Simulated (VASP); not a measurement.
Runs of VASP 6.6.1 on ZnSe. The structure is that of space group F-43m (No. 216), or close to it. The cells are those of the table. 

| task | cell | k mesh | smearing | gap on the mesh (eV) | pressure (GPa) |
| --- | --- | --- | --- | --- | --- |
| single point | a = 3.989 Å, angles 60.0°, 2 atoms | 6 × 6 × 6 | gaussian 0.1 eV | 1.22 | 0.0 |
| single point | a = 3.985 Å, angles 60.0°, 2 atoms | 8 × 8 × 8 | gaussian 0.02 eV | (a) | 0.2 |
| relaxation of cell and atoms | relaxed from a = 4.279 Å, angles 60.0°, 2 atoms | 6 × 6 × 6 | gaussian 0.1 eV | 1.22 | 0.0 |
| single point | a = 4.279 Å, angles 60.0°, 2 atoms | 6 × 6 × 6 | gaussian 0.1 eV | 0.46 | -8.5 |

Alike in all rows: level PBEsol; potentials or basis VASP PAW PBE potentials, release 64 (Zn, Se); no spin polarisation; cutoff (eV) 500.

Estimate the missing entries.

(a) 1.24.

Caveats: the PAW data sets were made with another functional, which shifts forces and pressure a little.

A k mesh can miss the band edges, and the runs leave out spin-orbit coupling on Se.
